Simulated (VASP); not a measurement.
# SiNi (NiAs type) (P6_3/mmc) in VASP: a series of runs

SiNi (NiAs type) is run at these levels: PBE; tasks: single point, relaxation of cell and atoms.

Program: VASP 6.6.1. These are calculated values, not measurements. Logs are shortened: lines on timing, memory, paths and dates and some standing lists are left out, and cuts for length are marked.

## (1) The cell of the first run

The structure is hexagonal, space group P6_3/mmc (No. 194). Conventional cell: a = 3.344 Å, b = 3.344 Å, c = 4.643 Å, α = 90.00°, β = 90.00°, γ = 120.00°. Within 3.0 Å of Ni (site symmetry -3m) lie 6 Si at 2.25 Å and 2 Ni at 2.32 Å. Si (site symmetry -6m2) has 6 Ni at 2.25 Å and 6 Si at 3.02 Å within 3.1 Å.

## (2) Single point, PBE

Contents of INCAR:

```
SYSTEM = SiNi
PREC = Accurate
ENCUT = 520
EDIFF = 1E-7
ISMEAR = -1
SIGMA = 0.1
LREAL = .False.
LASPH = .True.
NELM = 60
ALGO = Normal
ISIF = 2
LWAVE = .False.
LCHARG = .True.
GGA = PE
LELF = .True.
LVHAR = .True.
NBANDS = 22
```

Contents of KPOINTS:

```
Automatic mesh
0
Gamma
  11 11 7
  0 0 0
```

Contents of POSCAR:

```
SiNi
1.0
    3.3444014133      0.0000000000      0.0000000000
   -1.6722007067      2.8963365844      0.0000000000
    0.0000000000      0.0000000000      4.6432749195
Ni Si
2 2
Direct
    0.0000000000      0.0000000000      0.0000000000
    0.0000000000      0.0000000000      0.5000000000
    0.3333333333      0.6666666667      0.2500000000
    0.6666666667      0.3333333333      0.7500000000
```

Potentials or basis: VASP PAW PBE potentials, release 64 (Ni, Si).

The run is started by

```
$ cat potpaw_PBE.64/Ni/POTCAR potpaw_PBE.64/Si/POTCAR > POTCAR
$ mpirun -np 1 vasp_std > vasp.out
```

OUTCAR:

```text
SYSTEM = SiNi
   PREC = Accurate
   ENCUT = 520
   EDIFF = 1E-7
   ISMEAR = -1
   LREAL = .False.
   LASPH = .True.
   NELM = 60
   ISIF = 2
   GGA = PE

 ion  position               nearest neighbor table
   1  0.000  0.000  0.000-   3 2.25   4 2.25   4 2.25   3 2.25   4 2.25   3 2.25   2 2.32   2 2.32

   2  0.000  0.000  0.500-   3 2.25   4 2.25   4 2.25   3 2.25   4 2.25   3 2.25   1 2.32   1 2.32

   3  0.333  0.667  0.250-   1 2.25   2 2.25   1 2.25   2 2.25   1 2.25   2 2.25   4 3.02   4 3.02
                             4 3.02   4 3.02   4 3.02   4 3.02
   4  0.667  0.333  0.750-   1 2.25   2 2.25   1 2.25   2 2.25   1 2.25   2 2.25   3 3.02   3 3.02
                             3 3.02   3 3.02   3 3.02   3 3.02

  LATTYP: Found a hexagonal cell.
 ALAT       =     3.3444014133
 C/A-ratio  =     1.3883724905

  Lattice vectors:

 A1 = (   3.3444014133,   0.0000000000,   0.0000000000)
 A2 = (  -1.6722007067,   2.8963365844,   0.0000000000)
 A3 = (   0.0000000000,   0.0000000000,   4.6432749195)

Analysis of symmetry for initial positions (statically):
=====================================================================
 Subroutine PRICEL returns:
 Original cell was already a primitive cell.

 Routine SETGRP: Setting up the symmetry group for a
 hexagonal supercell.

 Subroutine GETGRP returns: Found 24 space group operations
 (whereof 12 operations were pure point group operations)
 out of a pool of 24 trial point group operations.

The static configuration has the point symmetry D_3d.
 The point group associated with its full space group is D_6h.

Analysis of symmetry for dynamics (positions and initial velocities):
=====================================================================
 Subroutine PRICEL returns:
 Original cell was already a primitive cell.

 Routine SETGRP: Setting up the symmetry group for a
 hexagonal supercell.

 Subroutine GETGRP returns: Found 24 space group operations
 (whereof 12 operations were pure point group operations)
 out of a pool of 24 trial point group operations.

The dynamic configuration has the point symmetry D_3d.
 The point group associated with its full space group is D_6h.

 Subroutine INISYM returns: Found 24 space group operations
 (whereof 12 operations are pure point group operations),
 and found     1 'primitive' translations

----------------------------------------------------------------------------------------

                                     Primitive cell

  volume of cell :      44.9771

  direct lattice vectors                    reciprocal lattice vectors
     3.344401413  0.000000000  0.000000000     0.299007169  0.172631870  0.000000000
    -1.672200707  2.896336584  0.000000000     0.000000000  0.345263740  0.000000000
     0.000000000  0.000000000  4.643274919     0.000000000  0.000000000  0.215365236

  length of vectors
     3.344401413  3.344401413  4.643274919     0.345263740  0.345263740  0.215365236

  position of ions in fractional coordinates (direct lattice)
     0.000000000  0.000000000  0.000000000
     0.000000000  0.000000000  0.500000000
     0.333333333  0.666666667  0.250000000
     0.666666667  0.333333333  0.750000000

  ion indices of the primitive-cell ions
   primitive index   ion index
                 1           1
                 2           2
                 3           3
                 4           4

----------------------------------------------------------------------------------------

 KPOINTS: Automatic mesh

Automatic generation of k-mesh.
 Grid dimensions read from file:
 generate k-points for:   11   11    7

 Generating k-lattice:

  Cartesian coordinates                     Fractional coordinates (reciprocal lattice)
     0.027182470  0.015693806  0.000000000     0.090909091  0.000000000  0.000000000
     0.000000000  0.031387613  0.000000000     0.000000000  0.090909091  0.000000000
     0.000000000  0.000000000  0.030766462     0.000000000  0.000000000  0.142857143

  Length of vectors
     0.031387613  0.031387613  0.030766462

  Shift w.r.t. Gamma in fractional coordinates (k-lattice)
     0.000000000  0.000000000  0.000000000

 Subroutine IBZKPT returns following result:
 ===========================================

 Found     64 irreducible k-points:

 Following reciprocal coordinates:
            Coordinates               Weight
  0.000000  0.000000  0.000000      1.000000
  0.090909  0.000000  0.000000      6.000000
  0.181818  0.000000  0.000000      6.000000
  0.272727  0.000000  0.000000      6.000000
  0.363636  0.000000  0.000000      6.000000
  0.454545 -0.000000  0.000000      6.000000
[... 16 lines left out ...]
  0.090909  0.090909  0.142857     12.000000
  0.181818  0.090909  0.142857     24.000000
 [... further k-points ...]
   k-points           NKPTS =     64   k-points in BZ     NKDIM =     64   number of bands    NBANDS=     22
   number of dos      NEDOS =    301   number of ions     NIONS =      4
   total plane-waves  NPLWV =  28224
   dimension x,y,z NGX =    28 NGY =   28 NGZ =   36
   dimension x,y,z NGXF=    56 NGYF=   56 NGZF=   72
   ions per type =               2   2
   NGX,Y,Z   is equivalent  to a cutoff of  13.92, 13.92, 12.89 a.u.
   NGXF,Y,Z  is equivalent  to a cutoff of  27.84, 27.84, 25.78 a.u.
 SYSTEM =  SiNi
   PREC   = accura    normal or accurate (medium, high low for compatibility)
   ISTART =      0    job   : 0-new  1-cont  2-samecut
   ICHARG =      2    charge: 1-file 2-atom 10-const
   ISPIN  =      1    spin polarized calculation?
   LNONCOLLINEAR =      F non collinear calculations
   LSORBIT =      F    spin-orbit coupling
   LASPH  =      T    aspherical Exc in radial PAW
   ENCUT  =  520.0 eV  38.22 Ry    6.18 a.u.   6.22  6.22  8.63*2*pi/ulx,y,z
   NELM   =     60;   NELMIN=  2; NELMDL= -5     # of ELM steps
   EDIFF  = 0.1E-06   stopping-criterion for ELM
   LREAL  =      F    real-space projection
   EDIFFG = 0.1E-05   stopping-criterion for IOM
   NSW    =      0    number of steps for IOM
   IBRION =     -1    ionic relax: 0-MD 1-quasi-New 2-CG
   NFREE  =      0    steps in history (QN), initial steepest desc. (CG)
   ISIF   =      2    stress and relaxation
   ISYM   =      2    0-nonsym 1-usesym 2-fastsym
   POTIM  = 0.5000    time-step for ionic-motion
   TEBEG  =    0.0;   TEEND  =   0.0 temperature during run
   PSTRESS=    0.0 pullay stress
   NELECT =      28.0000    total number of electrons
   NUPDOWN=      -1.0000    fix difference up-down
   EMIN   =  10.00;   EMAX   =-10.00  energy-range for DOS
   EFERMI =   0.00;   METHOD = LEGACY
   ISMEAR =    -1;   SIGMA  =   0.10  broadening in eV -4-tet -1-fermi 0-gaus
   EFERMI_NEDOS =   21; number of points for ismear=-14 and -15
   IALGO  =     38    algorithm
   IMIX   =      4    mixing-type and parameters
     AMIX     =   0.40;   BMIX     =  1.00
     AMIX_MAG =   1.60;   BMIX_MAG =  1.00
  volume/ion in A,a.u.               =      11.24        75.88
  Fermi-wavevector in a.u.,A,eV,Ry     =   1.397860  2.641572 26.585941  1.954012
  Thomas-Fermi vector in A             =   2.521074
   LORBIT       =      0    0 simple, 1 ext, 2 COOP (PROOUT), +10 PAW based schemes
   GGA     = PE    functional components
   LHFCALC =     F    Hartree Fock is set to
   AEXX    =    0.0000 exact exchange contribution
   IVDW    =     0    specifies the selected vdW correction
   LEPSILON=     F    determine dielectric tensor
   LRPA    =     F    only Hartree local field effects (RPA)
 non-spin polarized calculation
  energy-cutoff  :      520.00
  volume of cell :       44.98
 maximum number of plane-waves:      1241
 NGX is ok and might be reduce to    28
   NGX = 13   NGY = 13   NGZ = 17

 number of electron      28.0000011 magnetization

 Free energy of the ion-electron system (eV)
  ---------------------------------------------------
  ext. energy  EPLUGINS =         0.00000000
  ---------------------------------------------------
  free energy    TOTEN  =       -22.90675157 eV

  energy without entropy =      -22.85812609  energy(sigma->0) =      -22.88243883

 E-fermi :  11.2716     XC(G=0): -12.5386

 val. band max:       11.2587582488   @ k =   0.1818   0.1818   0.2857
 cond. band min:      11.3019128235   @ k =   0.1818   0.0909   0.2857
 fundamental gap:      0.0431545746
 Fermi energy:        11.2716320590

 k-point     1 :       0.0000    0.0000    0.0000
  band No.  band energies     occupation
      1      -1.9659      2.00000
      2       4.2583      2.00000
      3       4.3583      2.00000
      4       6.5435      2.00000
      5       6.5435      2.00000
      6       6.7696      2.00000
[... 14 lines left out ...]
     21      19.5940      0.00000
     22      22.2548      0.00000

 k-point     2 :       0.0909    0.0000    0.0000
  band No.  band energies     occupation
      1      -1.8194      2.00000
      2       4.2361      2.00000
      3       4.5023      2.00000
      4       6.5667      2.00000
      5       6.5925      2.00000
      6       6.7573      2.00000
[... 14 lines left out ...]
     21      19.8454      0.00000
     22      21.4475      0.00000

 k-point     3 :       0.1818    0.0000    0.0000
  band No.  band energies     occupation
      1      -1.3840      2.00000
      2       4.1665      2.00000
      3       4.9251      2.00000
      4       6.5466      2.00000
      5       6.6133      2.00000
      6       6.7388      2.00000
[... 14 lines left out ...]
     21      20.5401      0.00000
     22      20.7174      0.00000
[... 476 lines left out ...]
 k-point    23 :       0.0909    0.0909    0.1429
  band No.  band energies     occupation
      1      -1.3893      2.00000
      2       3.0729      2.00000
      3       5.6991      2.00000
      4       6.6622      2.00000
      5       6.8146      2.00000
      6       6.8258      2.00000
[... 14 lines left out ...]
     21      20.2207      0.00000
     22      20.9020      0.00000

 k-point    24 :       0.1818    0.0909    0.1429
  band No.  band energies     occupation
      1      -0.8189      2.00000
      2       3.3596      2.00000
      3       5.6523      2.00000
      4       6.5962      2.00000
      5       6.6604      2.00000
      6       6.8160      2.00000
[... 14 lines left out ...]
     21      20.3509      0.00000
     22      20.5102      0.00000

 [... further k-points ...]

------------------------ aborting loop because EDIFF is reached ----------------------------------------

  FORCE on cell =-STRESS in cart. coord.  units (eV):
  Direction    XX          YY          ZZ          XY          YZ          ZX
  --------------------------------------------------------------------------------------
  -------------------------------------------------------------------------------------
  Total        8.3014470      8.3014470      8.3629949     -0.0000000      0.0000000      0.0000000
  in kB      295.7144559    295.7144559    297.9069181     -0.0000000      0.0000000      0.0000000
  external PRESSURE =     296.4452767 kB  Pullay stress =       0.0000000 kB

 VOLUME and BASIS-vectors are now :
 -----------------------------------------------------------------------------
  energy-cutoff  :      520.00
  volume of cell :       44.98
      direct lattice vectors                 reciprocal lattice vectors
     3.344401413  0.000000000  0.000000000     0.299007169  0.172631870  0.000000000
    -1.672200707  2.896336584  0.000000000     0.000000000  0.345263740  0.000000000
     0.000000000  0.000000000  4.643274919     0.000000000  0.000000000  0.215365236

 POSITION                                       TOTAL-FORCE (eV/Angst)
 -----------------------------------------------------------------------------------
      0.00000      0.00000      0.00000        -0.000000      0.000000     -0.000000
      0.00000      0.00000      2.32164        -0.000000      0.000000     -0.000000
     -0.00000      1.93089      1.16082        -0.000000      0.000000      0.000000
      1.67220      0.96545      3.48246         0.000000     -0.000000     -0.000000
 -----------------------------------------------------------------------------------
    total drift:                               -0.000000      0.000000      0.000000

  FREE ENERGIE OF THE ION-ELECTRON SYSTEM (eV)
  ---------------------------------------------------
  free  energy   TOTEN  =       -22.9067515703 eV

  energy  without entropy=      -22.8581260915  energy(sigma->0) =      -22.88243883
```

Wall time 1.9 min (1 thread of Intel Xeon 8259CL, shared host); peak memory 0.2 GiB.

Results:

| Property | Result |
| --- | --- |
| Free energy | -22.9068 eV |
| Pressure | 29.6 GPa |
| Band gap on the k mesh | zero (bands 14 and 15 overlap by 5.32 eV) |

Levels at points of the mesh, in eV from the Fermi level:
| k point | band 10 | band 11 | band 12 | band 13 | band 14 | band 15 | band 16 | band 17 | band 18 | band 19 |
| --- | --- | --- | --- | --- | --- | --- | --- | --- | --- | --- |
| (0.00, 0.00, 0.00) | -3.10 | -1.78 | -1.78 | 0.38 | 2.71 | 2.71 | 5.34 | 5.34 | 5.66 | 6.88 |

Caveat: the cell stands under pressure. Spin polarisation is off, so any magnetic state and its effect on volume and gap are missing.

(Continued in part 2 of 2.)
